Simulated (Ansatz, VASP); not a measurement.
# Two plane-wave programs on MgTe

```
Te Mg
1.0
     4.56061    0.00000    0.00000
    -2.28031    3.94961    0.00000
     0.00000    0.00000   27.03215
Te Mg
4 4
Direct
  0.33333 0.66667 0.29971
  0.66667 0.33333 0.43795
  0.33333 0.66667 0.56206
  0.66667 0.33333 0.70028
  0.66667 0.33333 0.33109
  0.33333 0.66667 0.40687
  0.66667 0.33333 0.59314
  0.33333 0.66667 0.66891
```

Alike in both runs: functional PBEsol; k mesh 6 × 6 × 1; occupations gaussian, width 0.05 eV; no spin polarisation.

Ansatz relaxed the structure, and its values are those at the end. VASP's run is a single point on that final structure, the one shown.

|  | VASP | Ansatz |
| --- | --- | --- |
| version | VASP 6.6.1 | Ansatz 0.2.0 |
| potentials or method | VASP PAW PBE potentials, release 64 (Te, Mg), cutoff 520 eV | scalar-relativistic, plane waves, PAW |
| valence electrons in the cell | 32 | 104 |

```tsv
	VASP	Ansatz	Ansatz less VASP
gap on the k mesh at the Fermi level (eV)	2.73	2.74	+0.009
least direct gap on the mesh (eV)	2.78	2.79	+0.008
rms of the force components (eV/Å)	0.009	0.005	-0.0038
```

VASP's potentials were made for PBE, not for PBEsol. VASP's potentials hold 32 valence electrons a cell and Ansatz's 104, so a difference there can come from the potentials and not from the codes.

Spin-orbit coupling is off throughout.
